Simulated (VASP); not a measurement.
# AlN (F-43m) in VASP: a series of runs

The runs below take AlN through relaxation of cell and atoms, with PBEsol, LDA, PBE, RPBE, r2SCAN.

All numbers are computed with VASP 6.6.1; they aren't measurements. Logs are shortened: lines on timing, memory, paths and dates and some standing lists are left out, and cuts for length are marked.

### 1 The cell of the first run

Symmetry: F-43m, No. 216, cubic system. The conventional cell has a = 4.368 Å, b = 4.368 Å, c = 4.368 Å, α = 90.00°, β = 90.00°, γ = 90.00°. Within 2.5 Å of Al (site symmetry -43m) lie 4 N at 1.89 Å. N (site symmetry -43m) has 4 Al at 1.89 Å within 2.5 Å.

### 2 Relaxation of cell and atoms, PBEsol, target pressure 30 GPa, at which the enthalpy is minimised

The input, INCAR:

```
SYSTEM = AlN
  ALGO = Normal
  EDIFF = 1E-6
  EDIFFG = -0.01
  ENCUT = 600
  GGA = PS
  IBRION = 2
  ISIF = 3
  ISMEAR = -1
  LASPH = .TRUE.
  LCHARG = .FALSE.
  LREAL = .FALSE.
  LWAVE = .FALSE.
  NELM = 80
  NSW = 60
  PREC = Accurate
  PSTRESS = 300.0
  SIGMA = 0.05
```

The input, KPOINTS:

```
k-points
0
G
  10 10 10
  0 0 0
```

The input, POSCAR:

```
AlN
1.0
    0.0000000000      2.1839935596      2.1839935596
    2.1839935596      0.0000000000      2.1839935596
    2.1839935596      2.1839935596      0.0000000000
Al N
1 1
Direct
    0.0000000000      0.0000000000      0.0000000000
    0.2500000000      0.2500000000      0.2500000000
```

Potentials or basis: VASP PAW PBE potentials, release 64 (Al, N).

On the command line:

```sh
$ cat potpaw_PBE.64/Al/POTCAR potpaw_PBE.64/N/POTCAR > POTCAR
$ mpirun -np 1 vasp_std > vasp.out
```

OUTCAR:

```text
SYSTEM = AlN
   EDIFF = 1E-6
   EDIFFG = -0.01
   ENCUT = 600
   GGA = PS
   IBRION = 2
   ISIF = 3
   ISMEAR = -1
   LASPH = .TRUE.
   LREAL = .FALSE.
   NELM = 80
   NSW = 60
   PREC = Accurate
   PSTRESS = 300.0

 ion  position               nearest neighbor table
   1  0.000  0.000  0.000-   2 1.89   2 1.89   2 1.89   2 1.89
   2  0.250  0.250  0.250-   1 1.89   1 1.89   1 1.89   1 1.89

  LATTYP: Found a face centered cubic cell.
 ALAT       =     4.3679871192

  Lattice vectors:

 A1 = (   0.0000000000,   2.1839935596,   2.1839935596)
 A2 = (   2.1839935596,   0.0000000000,   2.1839935596)
 A3 = (   2.1839935596,   2.1839935596,   0.0000000000)

Analysis of symmetry for initial positions (statically):
=====================================================================
 Subroutine PRICEL returns:
 Original cell was already a primitive cell.

 Routine SETGRP: Setting up the symmetry group for a
 face centered cubic supercell.

 Subroutine GETGRP returns: Found 24 space group operations
 (whereof 24 operations were pure point group operations)
 out of a pool of 48 trial point group operations.

The static configuration has the point symmetry T_d .

Analysis of symmetry for dynamics (positions and initial velocities):
=====================================================================
 Subroutine PRICEL returns:
 Original cell was already a primitive cell.

 Routine SETGRP: Setting up the symmetry group for a
 face centered cubic supercell.

 Subroutine GETGRP returns: Found 24 space group operations
 (whereof 24 operations were pure point group operations)
 out of a pool of 48 trial point group operations.

The dynamic configuration has the point symmetry T_d .

 Subroutine INISYM returns: Found 24 space group operations
 (whereof 24 operations are pure point group operations),
 and found     1 'primitive' translations

----------------------------------------------------------------------------------------

                                     Primitive cell

  volume of cell :      20.8345

  direct lattice vectors                    reciprocal lattice vectors
     0.000000000  2.183993560  2.183993560    -0.228938404  0.228938404  0.228938404
     2.183993560  0.000000000  2.183993560     0.228938404 -0.228938404  0.228938404
     2.183993560  2.183993560  0.000000000     0.228938404  0.228938404 -0.228938404

  length of vectors
     3.088633312  3.088633312  3.088633312     0.396532948  0.396532948  0.396532948

  position of ions in fractional coordinates (direct lattice)
     0.000000000  0.000000000  0.000000000
     0.250000000  0.250000000  0.250000000

  ion indices of the primitive-cell ions
   primitive index   ion index
                 1           1
                 2           2

----------------------------------------------------------------------------------------

 KPOINTS: k-points

Automatic generation of k-mesh.
 Grid dimensions read from file:
 generate k-points for:   10   10   10

 Generating k-lattice:

  Cartesian coordinates                     Fractional coordinates (reciprocal lattice)
    -0.022893840  0.022893840  0.022893840     0.100000000  0.000000000  0.000000000
     0.022893840 -0.022893840  0.022893840     0.000000000  0.100000000  0.000000000
     0.022893840  0.022893840 -0.022893840     0.000000000  0.000000000  0.100000000

  Length of vectors
     0.039653295  0.039653295  0.039653295

  Shift w.r.t. Gamma in fractional coordinates (k-lattice)
     0.000000000  0.000000000  0.000000000

 Subroutine IBZKPT returns following result:
 ===========================================

 Found     47 irreducible k-points:

 Following reciprocal coordinates:
            Coordinates               Weight
  0.000000  0.000000  0.000000      1.000000
  0.100000  0.000000  0.000000      8.000000
  0.200000  0.000000  0.000000      8.000000
  0.300000  0.000000  0.000000      8.000000
  0.400000  0.000000  0.000000      8.000000
  0.500000  0.000000  0.000000      4.000000
[... 16 lines left out ...]
  0.300000  0.300000  0.000000      6.000000
  0.400000  0.300000  0.000000     24.000000
 [... further k-points ...]
   k-points           NKPTS =     47   k-points in BZ     NKDIM =     47   number of bands    NBANDS=      8
   number of dos      NEDOS =    301   number of ions     NIONS =      2
   total plane-waves  NPLWV =  21952
   dimension x,y,z NGX =    28 NGY =   28 NGZ =   28
   dimension x,y,z NGXF=    56 NGYF=   56 NGZF=   56
   ions per type =               1   1
   NGX,Y,Z   is equivalent  to a cutoff of  15.07, 15.07, 15.07 a.u.
   NGXF,Y,Z  is equivalent  to a cutoff of  30.14, 30.14, 30.14 a.u.
 SYSTEM =  AlN
   PREC   = accura    normal or accurate (medium, high low for compatibility)
   ISTART =      0    job   : 0-new  1-cont  2-samecut
   ICHARG =      2    charge: 1-file 2-atom 10-const
   ISPIN  =      1    spin polarized calculation?
   LNONCOLLINEAR =      F non collinear calculations
   LSORBIT =      F    spin-orbit coupling
   LASPH  =      T    aspherical Exc in radial PAW
   ENCUT  =  600.0 eV  44.10 Ry    6.64 a.u.   6.17  6.17  6.17*2*pi/ulx,y,z
   NELM   =     80;   NELMIN=  2; NELMDL= -5     # of ELM steps
   EDIFF  = 0.1E-05   stopping-criterion for ELM
   LREAL  =      F    real-space projection
   EDIFFG = -.1E-01   stopping-criterion for IOM
   NSW    =     60    number of steps for IOM
   IBRION =      2    ionic relax: 0-MD 1-quasi-New 2-CG
   NFREE  =      1    steps in history (QN), initial steepest desc. (CG)
   ISIF   =      3    stress and relaxation
   ISYM   =      2    0-nonsym 1-usesym 2-fastsym
   POTIM  = 0.5000    time-step for ionic-motion
   TEBEG  =    0.0;   TEEND  =   0.0 temperature during run
   PSTRESS=  300.0 pullay stress
   NELECT =       8.0000    total number of electrons
   NUPDOWN=      -1.0000    fix difference up-down
   EMIN   =  10.00;   EMAX   =-10.00  energy-range for DOS
   EFERMI =   0.00;   METHOD = LEGACY
   ISMEAR =    -1;   SIGMA  =   0.05  broadening in eV -4-tet -1-fermi 0-gaus
   EFERMI_NEDOS =   21; number of points for ismear=-14 and -15
   IALGO  =     38    algorithm
   IMIX   =      4    mixing-type and parameters
     AMIX     =   0.40;   BMIX     =  1.00
     AMIX_MAG =   1.60;   BMIX_MAG =  1.00
  volume/ion in A,a.u.               =      10.42        70.30
  Fermi-wavevector in a.u.,A,eV,Ry     =   1.189899  2.248583 19.263943  1.415860
  Thomas-Fermi vector in A             =   2.325996
   LORBIT       =      0    0 simple, 1 ext, 2 COOP (PROOUT), +10 PAW based schemes
   GGA     = PS    functional components
   LHFCALC =     F    Hartree Fock is set to
   AEXX    =    0.0000 exact exchange contribution
   IVDW    =     0    specifies the selected vdW correction
   LEPSILON=     F    determine dielectric tensor
   LRPA    =     F    only Hartree local field effects (RPA)
 conjugate gradient relaxation of ions
 non-spin polarized calculation
  energy-cutoff  :      600.00
  volume of cell :       20.83
 maximum number of plane-waves:       725
 NGX is ok and might be reduce to    28
   NGX = 13   NGY = 13   NGZ = 13

--------------------------------------- Ionic step        1  -------------------------------------------

 number of electron       7.9999999 magnetization

 Free energy of the ion-electron system (eV)
  ---------------------------------------------------
  ext. energy  EPLUGINS =         0.00000000
  ---------------------------------------------------
  free energy    TOTEN  =       -15.61236634 eV

  energy without entropy =      -15.61236634  energy(sigma->0) =      -15.61236634

------------------------ aborting loop because EDIFF is reached ----------------------------------------

  FORCE on cell =-STRESS in cart. coord.  units (eV):
  Direction    XX          YY          ZZ          XY          YZ          ZX
  --------------------------------------------------------------------------------------
  -------------------------------------------------------------------------------------
  Total        0.1568626      0.1568626      0.1568626      0.0000000      0.0000000     -0.0000000
  in kB       12.0627402     12.0627402     12.0627402      0.0000000      0.0000000     -0.0000000
  external PRESSURE =    -287.9372598 kB  Pullay stress =     300.0000000 kB

 VOLUME and BASIS-vectors are now :
 -----------------------------------------------------------------------------
  energy-cutoff  :      600.00
  volume of cell :       20.83
      direct lattice vectors                 reciprocal lattice vectors
     0.000000000  2.183993560  2.183993560    -0.228938404  0.228938404  0.228938404
     2.183993560  0.000000000  2.183993560     0.228938404 -0.228938404  0.228938404
     2.183993560  2.183993560  0.000000000     0.228938404  0.228938404 -0.228938404
[... 198 lines left out ...]
  FREE ENERGIE OF THE ION-ELECTRON SYSTEM (eV)
  ---------------------------------------------------
  free  energy   TOTEN  =       -15.4213498109 eV

  energy  without entropy=      -15.4213498108  energy(sigma->0) =      -15.42134981

  enthalpy is  TOTEN    =       -11.9269265310 eV   P V=        3.4944232799

--------------------------------------- Ionic step        7  -------------------------------------------

 number of electron       8.0000000 magnetization

 Free energy of the ion-electron system (eV)
  ---------------------------------------------------
  ext. energy  EPLUGINS =         0.00000000
  ---------------------------------------------------
  free energy    TOTEN  =       -15.41477838 eV

  energy without entropy =      -15.41477838  energy(sigma->0) =      -15.41477838

 E-fermi :   8.0490     XC(G=0): -11.6292

 val. band max:        6.9848387790   @ k =   0.0000   0.0000   0.0000
 cond. band min:      10.2161079963   @ k =   0.5000   0.5000   0.0000
 fundamental gap:      3.2312692173
 Fermi energy:         8.0489883903

 k-point     1 :       0.0000    0.0000    0.0000
  band No.  band energies     occupation
      1      -8.6549      2.00000
      2       6.9848      2.00000
      3       6.9848      2.00000
      4       6.9848      2.00000
      5      12.1445      0.00000
      6      20.5940      0.00000
      7      20.5940      0.00000
      8      20.5940      0.00000

 k-point     2 :       0.1000    0.0000    0.0000
  band No.  band energies     occupation
      1      -8.4867      2.00000
      2       6.1595      2.00000
      3       6.9323      2.00000
      4       6.9323      2.00000
      5      12.7793      0.00000
      6      20.1942      0.00000
      7      20.7411      0.00000
      8      20.7411      0.00000
[... 221 lines left out ...]
 k-point    23 :       0.3000    0.3000    0.0000
  band No.  band energies     occupation
      1      -6.8544      2.00000
      2       3.2926      2.00000
      3       5.6522      2.00000
      4       5.6522      2.00000
      5      12.5538      0.00000
      6      17.2832      0.00000
      7      20.1423      0.00000
      8      22.7045      0.00000

 k-point    24 :       0.4000    0.3000    0.0000
  band No.  band energies     occupation
      1      -6.2961      2.00000
      2       2.5654      2.00000
      3       5.1473      2.00000
      4       5.4789      2.00000
      5      12.0224      0.00000
      6      17.1122      0.00000
      7      20.6205      0.00000
      8      22.7298      0.00000

 [... further k-points ...]

------------------------ aborting loop because EDIFF is reached ----------------------------------------

  FORCE on cell =-STRESS in cart. coord.  units (eV):
  Direction    XX          YY          ZZ          XY          YZ          ZX
  --------------------------------------------------------------------------------------
  -------------------------------------------------------------------------------------
  Total        3.4878503      3.4878503      3.4878503     -0.0000000     -0.0000000      0.0000000
  in kB      300.0055784    300.0055784    300.0055784     -0.0000000     -0.0000000      0.0000000
  external PRESSURE =       0.0055784 kB  Pullay stress =     300.0000000 kB

 VOLUME and BASIS-vectors are now :
 -----------------------------------------------------------------------------
  energy-cutoff  :      600.00
  volume of cell :       18.63
      direct lattice vectors                 reciprocal lattice vectors
    -0.000000000  2.103954598  2.103954598    -0.237647714  0.237647714  0.237647714
     2.103954598  0.000000000  2.103954598     0.237647714 -0.237647714  0.237647714
     2.103954598  2.103954598  0.000000000     0.237647714  0.237647714 -0.237647714

 POSITION                                       TOTAL-FORCE (eV/Angst)
 -----------------------------------------------------------------------------------
      0.00000      0.00000      0.00000         0.000000      0.000000      0.000000
      1.05198      1.05198      1.05198        -0.000000     -0.000000     -0.000000
 -----------------------------------------------------------------------------------
    total drift:                               -0.000000     -0.000000     -0.000000

  FREE ENERGIE OF THE ION-ELECTRON SYSTEM (eV)
  ---------------------------------------------------
  free  energy   TOTEN  =       -15.4147783801 eV

  energy  without entropy=      -15.4147783800  energy(sigma->0) =      -15.41477838

  enthalpy is  TOTEN    =       -11.9269929484 eV   P V=        3.4877854317

 reached required accuracy - stopping structural energy minimisation
```

It took 34 s on 1 thread of Intel Xeon Platinum 8488C (Sapphire Rapids), shared host; peak memory 0.15 GiB.

What came out:

| Item | Value |
| --- | --- |
| Free energy | -15.4148 eV |
| Relaxed volume | 9.31 Å³/atom |
| Relaxed cell | a = 2.975 Å, b = 2.975 Å, c = 2.975 Å, α = 60.00°, β = 60.00°, γ = 60.00° |
| Space group after relaxing (to 0.05 Å) | F-43m (No. 216) |
| Energy change on relaxing (the enthalpy is what falls) | +98.8 meV/atom |
| Ionic steps | 7 |
| Pressure after relaxing | 30.0 GPa |
| Band gap on the k mesh | 3.23 eV, indirect (least direct gap 5.14 eV) |

Step by step:
| step | energy change (eV) | largest force (eV/Å) | pressure (GPa) | volume (Å³) |
| --- | --- | --- | --- | --- |
| 1 | 0.0000 | 0.0000 | 1.21 | 20.83 |
| 2 | 1.3359 | 0.0000 | 102.84 | 15.68 |
| 3 | 0.1791 | 0.0000 | 28.32 | 18.73 |
| 4 | 0.1948 | 0.0000 | 29.75 | 18.64 |
| 5 | 0.2027 | 0.0000 | 30.45 | 18.60 |
| 6 | 0.1910 | 0.0000 | 29.41 | 18.66 |
| 7 | 0.1976 | 0.0000 | 30.00 | 18.63 |

Final structure:
```
CELL_PARAMETERS angstrom
0.00000 2.10395 2.10395
2.10395 0.00000 2.10395
2.10395 2.10395 0.00000
ATOMIC_POSITIONS crystal
Al 0.00000 0.00000 0.00000
N 0.25000 0.25000 0.25000
```

Caveat: the cell is relaxed towards a set pressure, so the enthalpy falls and the energy may rise; the PAW data sets were made with another functional, which shifts forces and pressure a little. A k mesh can miss the band edges.

### 3 Relaxation of cell and atoms, LDA

The input, INCAR:

```
ALGO     = Normal         # electronic algorithm
EDIFF    = 1E-6           # SCF threshold, eV
EDIFFG   = -0.01          # ionic threshold
ENCUT    = 600            # plane-wave cutoff, eV
IBRION   = 2              # ionic algorithm
ISIF     = 3              # what is computed and relaxed
ISMEAR   = -1             # smearing method
LASPH    = T              # aspherical terms in the spheres
LCHARG   = F              # write CHGCAR
LREAL    = F              # projectors in reciprocal space
LWAVE    = F              # write WAVECAR
NELM     = 100            # most SCF steps
NSW      = 60             # ionic steps
PREC     = Accurate       # precision mode
SIGMA    = 0.05           # smearing width, eV
```

The input, KPOINTS:

```
k-points
0
Gamma
  10 10 10
```

POSCAR is that of step 2.

Potentials or basis: VASP PAW LDA potentials, release 64 (Al, N).

On the command line:

```sh
$ cat potpaw_LDA.64/Al/POTCAR potpaw_LDA.64/N/POTCAR > POTCAR
$ mpirun -np 1 vasp_std > vasp.out
```

Run time: 20 s. Hardware: 1 thread of Intel Xeon Platinum 8488C (Sapphire Rapids), shared host; peak memory 0.14 GiB.

The run converged. Its results:

```
Free energy                            : -16.3765 eV
Relaxed volume                         : 10.26 Å³/atom
Relaxed cell                           : a = 3.073 Å, b = 3.073 Å, c = 3.073 Å, α = 60.00°, β = 60.00°, γ = 60.00°
Space group after relaxing (to 0.05 Å) : F-43m (No. 216)
Energy gained by relaxing              : 1.5 meV/atom
Ionic steps                            : 3
Pressure after relaxing                : 0.0 GPa
Band gap on the k mesh                 : 3.23 eV, indirect (least direct gap 4.37 eV)
```

The path:
```
step  energy change (eV)  largest force (eV/Å)  pressure (GPa)  volume (Å³)
   1              0.0000                0.0000           -3.10        20.83
   2             -0.0004                0.0000            3.07        20.23
   3             -0.0031                0.0000           -0.01        20.52
```

Final structure:
```yaml
crystal:
  lattice:
    - [0.00000, 2.17298, 2.17298]
    - [2.17298, 0.00000, 2.17298]
    - [2.17298, 2.17298, 0.00000]
  atoms:
    - { symbol: Al, position: [0.00000, 0.00000, 0.00000] }
    - { symbol: N, position: [0.25000, 0.25000, 0.25000] }
```

Levels at points of the mesh, in eV from the valence-band top:
```tsv
k point	band 1	band 2	band 3	band 4	band 5	band 6	band 7	band 8
(0.00, 0.00, 0.00)	-14.91	0.00	0.00	0.00	4.37	12.48	12.48	12.48
(0.50, 0.00, 0.00)	-12.75	-5.97	-0.49	-0.49	7.41	9.87	11.06	11.06
(0.50, 0.50, 0.00)	-12.07	-5.00	-1.81	-1.81	3.23	8.50	13.96	15.68
```

(Continued in part 2 of 2.)
